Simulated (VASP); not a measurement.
# MoS2 in VASP: a series of runs

MoS2 is run at these levels: PBEsol+U, LDA+U; tasks: single point, relaxation of cell and atoms.

Everything below comes from runs of VASP 6.6.1. Logs are shortened: lines on timing, memory, paths and dates and some standing lists are left out, and cuts for length are marked.

**1. The cell of the first run**

The cell holds a slab with vacuum, 6 atoms: a = 3.141 Å, b = 3.141 Å, c = 21.554 Å, α = 90.00°, β = 90.00°, γ = 120.00°.

**2. Single point, PBEsol+U**

The input, INCAR:

```
SYSTEM = MoS2
PREC     = Accurate       ! precision mode
ENCUT    = 520            ! plane-wave cutoff, eV
EDIFF    = 1E-7           ! SCF threshold, eV
ISMEAR   = -1             ! smearing method
SIGMA    = 0.05           ! smearing width, eV
LREAL    = .False.        ! projectors in reciprocal space
LASPH    = .True.         ! aspherical terms in the spheres
NELM     = 150            ! most SCF steps
ALGO     = Normal         ! electronic algorithm
ISIF     = 2              ! what is computed and relaxed
LWAVE    = .False.        ! write WAVECAR
LCHARG   = .True.         ! write CHGCAR
LMAXMIX  = 4              ! l up to which the mixer works
LDAU     = .True.         ! DFT+U
LDAUTYPE = 2            
LDAUL    = 2 -1           ! shell
LDAUU    = 3 0            ! U, eV
LDAUJ    = 0 0          
LDAUPRINT= 1            
GGA      = PS             ! functional
LELF     = .True.         ! ELF
LVHAR    = .True.       
NBANDS   = 35             ! bands
```

The input, KPOINTS:

```
Automatic mesh
0
Gamma
  10 10 2
  0 0 0
```

The input, POSCAR:

```
MoS2
1.0
    3.1407749390      0.0000000000      0.0000000000
   -1.5703874695      2.7199908847      0.0000000000
    0.0000000000      0.0000000000     21.5541183151
Mo S
2 4
Direct
    0.3333333333      0.6666666667      0.8546938922
    0.6666666667      0.3333333333      0.1453061078
    0.6666666667      0.3333333333      0.7824201898
    0.3333333333      0.6666666667      0.0729694761
    0.6666666667      0.3333333333      0.9270305239
    0.3333333333      0.6666666667      0.2175798102
```

Potentials or basis: VASP PAW PBE potentials, release 64 (Mo_sv, S).

On the command line:

```
> cat potpaw_PBE.64/Mo_sv/POTCAR potpaw_PBE.64/S/POTCAR > POTCAR
> mpirun -np 1 vasp_std > vasp.out
```

OUTCAR:

```text
SYSTEM = MoS2
   PREC = Accurate
   ENCUT = 520
   EDIFF = 1E-7
   ISMEAR = -1
   LREAL = .False.
   LASPH = .True.
   NELM = 150
   ISIF = 2
   GGA = PS

 ion  position               nearest neighbor table
   1  0.333  0.667  0.855-   3 2.39   3 2.39   3 2.39   5 2.39   5 2.39   5 2.39
   2  0.667  0.333  0.145-   6 2.39   6 2.39   6 2.39   4 2.39   4 2.39   4 2.39
   3  0.667  0.333  0.782-   1 2.39   1 2.39   1 2.39
   4  0.333  0.667  0.073-   2 2.39   2 2.39   2 2.39
   5  0.667  0.333  0.927-   1 2.39   1 2.39   1 2.39
   6  0.333  0.667  0.218-   2 2.39   2 2.39   2 2.39

  LATTYP: Found a hexagonal cell.
 ALAT       =     3.1407749390
 C/A-ratio  =     6.8626752103

  Lattice vectors:

 A1 = (   3.1407749390,   0.0000000000,   0.0000000000)
 A2 = (  -1.5703874695,   2.7199908847,   0.0000000000)
 A3 = (   0.0000000000,   0.0000000000,  21.5541183151)

Analysis of symmetry for initial positions (statically):
=====================================================================
 Subroutine PRICEL returns:
 Original cell was already a primitive cell.

 Routine SETGRP: Setting up the symmetry group for a
 hexagonal supercell.

 Subroutine GETGRP returns: Found 12 space group operations
 (whereof 12 operations were pure point group operations)
 out of a pool of 24 trial point group operations.

The static configuration has the point symmetry D_3d.

Analysis of symmetry for dynamics (positions and initial velocities):
=====================================================================
 Subroutine PRICEL returns:
 Original cell was already a primitive cell.

 Routine SETGRP: Setting up the symmetry group for a
 hexagonal supercell.

 Subroutine GETGRP returns: Found 12 space group operations
 (whereof 12 operations were pure point group operations)
 out of a pool of 24 trial point group operations.

The dynamic configuration has the point symmetry D_3d.

 Subroutine INISYM returns: Found 12 space group operations
 (whereof 12 operations are pure point group operations),
 and found     1 'primitive' translations

----------------------------------------------------------------------------------------

                                     Primitive cell

  volume of cell :     184.1342

  direct lattice vectors                    reciprocal lattice vectors
     3.140774939  0.000000000  0.000000000     0.318392760  0.183824145  0.000000000
    -1.570387469  2.719990885  0.000000000     0.000000000  0.367648291  0.000000000
     0.000000000  0.000000000 21.554118315     0.000000000  0.000000000  0.046394846

  length of vectors
     3.140774939  3.140774939 21.554118315     0.367648291  0.367648291  0.046394846

  position of ions in fractional coordinates (direct lattice)
     0.333333333  0.666666667  0.854693892
     0.666666667  0.333333333  0.145306108
     0.666666667  0.333333333  0.782420190
     0.333333333  0.666666667  0.072969476
     0.666666667  0.333333333  0.927030524
     0.333333333  0.666666667  0.217579810

  ion indices of the primitive-cell ions
   primitive index   ion index
                 1           1
                 2           2
                 3           3
                 4           4
                 5           5
                 6           6

----------------------------------------------------------------------------------------

 KPOINTS: Automatic mesh

Automatic generation of k-mesh.
 Grid dimensions read from file:
 generate k-points for:   10   10    2

 Generating k-lattice:

  Cartesian coordinates                     Fractional coordinates (reciprocal lattice)
     0.031839276  0.018382415  0.000000000     0.100000000 -0.000000000  0.000000000
     0.000000000  0.036764829  0.000000000     0.000000000  0.100000000  0.000000000
     0.000000000  0.000000000  0.023197423     0.000000000  0.000000000  0.500000000
[... 71 lines left out ...]
   EFERMI =   0.00;   METHOD = LEGACY
   ISMEAR =    -1;   SIGMA  =   0.05  broadening in eV -4-tet -1-fermi 0-gaus
   EFERMI_NEDOS =   21; number of points for ismear=-14 and -15
   IALGO  =     38    algorithm
   IMIX   =      4    mixing-type and parameters
     AMIX     =   0.40;   BMIX     =  1.00
     AMIX_MAG =   1.60;   BMIX_MAG =  1.00
  volume/ion in A,a.u.               =      30.69       207.10
  Fermi-wavevector in a.u.,A,eV,Ry     =   1.074066  2.029691 15.695932  1.153618
  Thomas-Fermi vector in A             =   2.209884
   LORBIT       =      0    0 simple, 1 ext, 2 COOP (PROOUT), +10 PAW based schemes
 LDA+U is selected, type is set to LDAUTYPE =  2
   angular momentum for each species LDAUL =     2   -1
   U (eV)           for each species LDAUU =   3.0  0.0
   J (eV)           for each species LDAUJ =   0.0  0.0
   GGA     = PS    functional components
   LHFCALC =     F    Hartree Fock is set to
   AEXX    =    0.0000 exact exchange contribution
   IVDW    =     0    specifies the selected vdW correction
   LEPSILON=     F    determine dielectric tensor
   LRPA    =     F    only Hartree local field effects (RPA)
 non-spin polarized calculation
  energy-cutoff  :      520.00
  volume of cell :      184.13
 maximum number of plane-waves:      4996
 NGX is ok and might be reduce to    24
   NGX = 11   NGY = 11   NGZ = 81

atom =   1  type =  1  l = 2

 onsite density matrix

spin component  1

  0.3986 -0.0000  0.0000  0.0001 -0.0000
 -0.0000  0.3864 -0.0000  0.0000  0.0001
  0.0000 -0.0000  0.4230  0.0000 -0.0000
  0.0001  0.0000  0.0000  0.3864  0.0000
 -0.0000  0.0001 -0.0000  0.0000  0.3986

spin component  2

  0.3986 -0.0000  0.0000  0.0001 -0.0000
 -0.0000  0.3864 -0.0000  0.0000  0.0001
  0.0000 -0.0000  0.4230  0.0000 -0.0000
  0.0001  0.0000  0.0000  0.3864  0.0000
 -0.0000  0.0001 -0.0000  0.0000  0.3986

 occupancies and eigenvectors

  o =  0.3864  v =  0.0000 -1.0000  0.0000 -0.0000  0.0085  0.0000  0.0000  0.0000  0.0000  0.0000      0.0000  0.0000  0.0000  0.0000  0.0000  0.0000  0.0000  0.0000  0.0000  0.0000
  o =  0.3864  v =  0.0000  0.0000  0.0000  0.0000  0.0000  0.0000 -1.0000  0.0000 -0.0000  0.0085      0.0000  0.0000  0.0000  0.0000  0.0000  0.0000  0.0000  0.0000  0.0000  0.0000
  o =  0.3864  v = -0.0085 -0.0000  0.0000  1.0000  0.0000  0.0000  0.0000  0.0000  0.0000  0.0000      0.0000  0.0000  0.0000  0.0000  0.0000  0.0000  0.0000  0.0000  0.0000  0.0000
  o =  0.3864  v =  0.0000  0.0000  0.0000  0.0000  0.0000 -0.0085 -0.0000  0.0000  1.0000  0.0000      0.0000  0.0000  0.0000  0.0000  0.0000  0.0000  0.0000  0.0000  0.0000  0.0000
  o =  0.3986  v =  0.0000  0.0000  0.0000  0.0000  0.0000  0.0146  0.0085  0.0000  0.0001  0.9999      0.0000  0.0000  0.0000  0.0000  0.0000  0.0000  0.0000  0.0000  0.0000  0.0000
  o =  0.3986  v =  0.0146  0.0085  0.0000  0.0001  0.9999  0.0000  0.0000  0.0000  0.0000  0.0000      0.0000  0.0000  0.0000  0.0000  0.0000  0.0000  0.0000  0.0000  0.0000  0.0000
  o =  0.3986  v =  0.0000  0.0000  0.0000  0.0000  0.0000  0.9999 -0.0001 -0.0000  0.0085 -0.0146      0.0000  0.0000  0.0000  0.0000  0.0000  0.0000  0.0000  0.0000  0.0000  0.0000
  o =  0.3986  v =  0.9999 -0.0001 -0.0000  0.0085 -0.0146  0.0000  0.0000  0.0000  0.0000  0.0000      0.0000  0.0000  0.0000  0.0000  0.0000  0.0000  0.0000  0.0000  0.0000  0.0000
  o =  0.4230  v =  0.0000  0.0000  0.0000  0.0000  0.0000  0.0000  0.0000 -1.0000  0.0000  0.0000      0.0000  0.0000  0.0000  0.0000  0.0000  0.0000  0.0000  0.0000  0.0000  0.0000
  o =  0.4230  v =  0.0000  0.0000 -1.0000  0.0000  0.0000  0.0000  0.0000  0.0000  0.0000  0.0000      0.0000  0.0000  0.0000  0.0000  0.0000  0.0000  0.0000  0.0000  0.0000  0.0000

atom =   2  type =  1  l = 2

 onsite density matrix

spin component  1

  0.3986 -0.0000  0.0000  0.0001  0.0000
 -0.0000  0.3864 -0.0000  0.0000  0.0001
  0.0000 -0.0000  0.4230  0.0000 -0.0000
  0.0001  0.0000  0.0000  0.3864  0.0000
  0.0000  0.0001 -0.0000  0.0000  0.3986

spin component  2

  0.3986 -0.0000  0.0000  0.0001  0.0000
 -0.0000  0.3864 -0.0000  0.0000  0.0001
  0.0000 -0.0000  0.4230  0.0000 -0.0000
  0.0001  0.0000  0.0000  0.3864  0.0000
  0.0000  0.0001 -0.0000  0.0000  0.3986

 occupancies and eigenvectors

  o =  0.3864  v = -0.0000 -1.0000  0.0000  0.0000  0.0085  0.0000  0.0000  0.0000  0.0000  0.0000      0.0000  0.0000  0.0000  0.0000  0.0000  0.0000  0.0000  0.0000  0.0000  0.0000
  o =  0.3864  v =  0.0000  0.0000  0.0000  0.0000  0.0000 -0.0000 -1.0000  0.0000  0.0000  0.0085      0.0000  0.0000  0.0000  0.0000  0.0000  0.0000  0.0000  0.0000  0.0000  0.0000
  o =  0.3864  v =  0.0085 -0.0000  0.0000 -1.0000  0.0000  0.0000  0.0000  0.0000  0.0000  0.0000      0.0000  0.0000  0.0000  0.0000  0.0000  0.0000  0.0000  0.0000  0.0000  0.0000
  o =  0.3864  v =  0.0000  0.0000  0.0000  0.0000  0.0000  0.0085 -0.0000  0.0000 -1.0000  0.0000      0.0000  0.0000  0.0000  0.0000  0.0000  0.0000  0.0000  0.0000  0.0000  0.0000
  o =  0.3986  v =  0.0000  0.0000  0.0000  0.0000  0.0000  0.0045 -0.0085 -0.0000  0.0000 -1.0000      0.0000  0.0000  0.0000  0.0000  0.0000  0.0000  0.0000  0.0000  0.0000  0.0000
  o =  0.3986  v =  0.0045 -0.0085 -0.0000  0.0000 -1.0000  0.0000  0.0000  0.0000  0.0000  0.0000      0.0000  0.0000  0.0000  0.0000  0.0000  0.0000  0.0000  0.0000  0.0000  0.0000
  o =  0.3986  v =  0.0000  0.0000  0.0000  0.0000  0.0000  1.0000  0.0000  0.0000  0.0085  0.0045      0.0000  0.0000  0.0000  0.0000  0.0000  0.0000  0.0000  0.0000  0.0000  0.0000
  o =  0.3986  v =  1.0000  0.0000  0.0000  0.0085  0.0045  0.0000  0.0000  0.0000  0.0000  0.0000      0.0000  0.0000  0.0000  0.0000  0.0000  0.0000  0.0000  0.0000  0.0000  0.0000
  o =  0.4230  v =  0.0000  0.0000  0.0000  0.0000  0.0000 -0.0000  0.0000 -1.0000 -0.0000  0.0000      0.0000  0.0000  0.0000  0.0000  0.0000  0.0000  0.0000  0.0000  0.0000  0.0000
  o =  0.4230  v = -0.0000  0.0000 -1.0000 -0.0000  0.0000  0.0000  0.0000  0.0000  0.0000  0.0000      0.0000  0.0000  0.0000  0.0000  0.0000  0.0000  0.0000  0.0000  0.0000  0.0000

 number of electron      52.0000002 magnetization

 Free energy of the ion-electron system (eV)
  ---------------------------------------------------
  ext. energy  EPLUGINS =         0.00000000
  ---------------------------------------------------
  free energy    TOTEN  =       -39.67054488 eV

  energy without entropy =      -39.67054482  energy(sigma->0) =      -39.67054485

 E-fermi :   2.5009     XC(G=0):  -6.7726

 val. band max:        1.8341403214   @ k =   0.0000   0.0000   0.5000
 cond. band min:       3.2849772353   @ k =   0.2000   0.2000   0.0000
 fundamental gap:      1.4508369139
 Fermi energy:         2.5009237862

 k-point     1 :       0.0000    0.0000    0.0000
  band No.  band energies     occupation
      1     -59.5120      2.00000
      2     -59.5120      2.00000
      3     -33.7039      2.00000
      4     -33.7039      2.00000
      5     -33.4563      2.00000
      6     -33.4563      2.00000
[... 901 lines left out ...]
     34       5.9971      0.00000
     35       7.9028      0.00000

 [... further k-points ...]

------------------------ aborting loop because EDIFF is reached ----------------------------------------

  FORCE on cell =-STRESS in cart. coord.  units (eV):
  Direction    XX          YY          ZZ          XY          YZ          ZX
  --------------------------------------------------------------------------------------
  -------------------------------------------------------------------------------------
  Total        1.1871801      1.1871801      1.3079479      0.0000000      0.0000000      0.0000000
  in kB       10.3298177     10.3298177     11.3806355      0.0000000      0.0000000      0.0000000
  external PRESSURE =      10.6800903 kB  Pullay stress =       0.0000000 kB

 VOLUME and BASIS-vectors are now :
 -----------------------------------------------------------------------------
  energy-cutoff  :      520.00
  volume of cell :      184.13
      direct lattice vectors                 reciprocal lattice vectors
     3.140774939  0.000000000  0.000000000     0.318392760  0.183824145  0.000000000
    -1.570387469  2.719990885  0.000000000     0.000000000  0.367648291  0.000000000
     0.000000000  0.000000000 21.554118315     0.000000000  0.000000000  0.046394846

 POSITION                                       TOTAL-FORCE (eV/Angst)
 -----------------------------------------------------------------------------------
     -0.00000      1.81333     18.42217         0.000000      0.000000     -0.002523
      1.57039      0.90666      3.13195        -0.000000     -0.000000      0.002523
      1.57039      0.90666     16.86438        -0.000000      0.000000     -0.211961
     -0.00000      1.81333      1.57279         0.000000      0.000000     -0.207520
      1.57039      0.90666     19.98133        -0.000000     -0.000000      0.207520
     -0.00000      1.81333      4.68974         0.000000     -0.000000      0.211961
 -----------------------------------------------------------------------------------
    total drift:                                0.000000      0.000000      0.000000

  FREE ENERGIE OF THE ION-ELECTRON SYSTEM (eV)
  ---------------------------------------------------
  free  energy   TOTEN  =       -39.6705448786 eV

  energy  without entropy=      -39.6705448170  energy(sigma->0) =      -39.67054485
```

It took 3.8 min on 1 thread of Oxide Virtual Turin-like, shared host; peak memory 0.33 GiB.

What came out:

```
Free energy            : -39.6705 eV
Largest force          : 0.212 eV/Å
Band gap on the k mesh : 1.45 eV (least direct gap 1.98 eV)
```

Forces in eV/Å, atoms in the order of the input:
```
Mo   0.000  0.000 -0.003
Mo   0.000  0.000  0.003
S    0.000  0.000 -0.212
S    0.000  0.000 -0.208
S    0.000  0.000  0.208
S    0.000  0.000  0.212
```

Levels at points of the mesh, in eV from the valence-band top:
| k point | band 24 | band 25 | band 26 | band 27 | band 28 | band 29 |
| --- | --- | --- | --- | --- | --- | --- |
| (0.00, 0.00, 0.00) | -1.77 | -0.64 | 0.00 | 2.54 | 2.54 | 2.55 |
| (0.50, 0.00, 0.00) | -1.25 | -1.10 | -1.05 | 2.07 | 2.09 | 2.48 |
| (0.00, 0.00, 0.50) | -1.77 | -0.64 | 0.00 | 2.54 | 2.54 | 2.55 |
| (0.50, 0.00, 0.50) | -1.25 | -1.10 | -1.05 | 2.07 | 2.09 | 2.48 |

Eigenvalues of the final occupation matrices:
| site | spin | trace | eigenvalues |
| --- | --- | --- | --- |
| site 1 d | 1 | 1.99 | 0.39 0.39 0.40 0.40 0.42 |
| site 1 d | 2 | 1.99 | 0.39 0.39 0.40 0.40 0.42 |
| site 2 d | 1 | 1.99 | 0.39 0.39 0.40 0.40 0.42 |
| site 2 d | 2 | 1.99 | 0.39 0.39 0.40 0.40 0.42 |

Caveat: there is no dipole correction, which matters where the two faces differ; the PAW data sets were made with another functional, which shifts forces and pressure a little.

(Continued in part 2 of 3.)
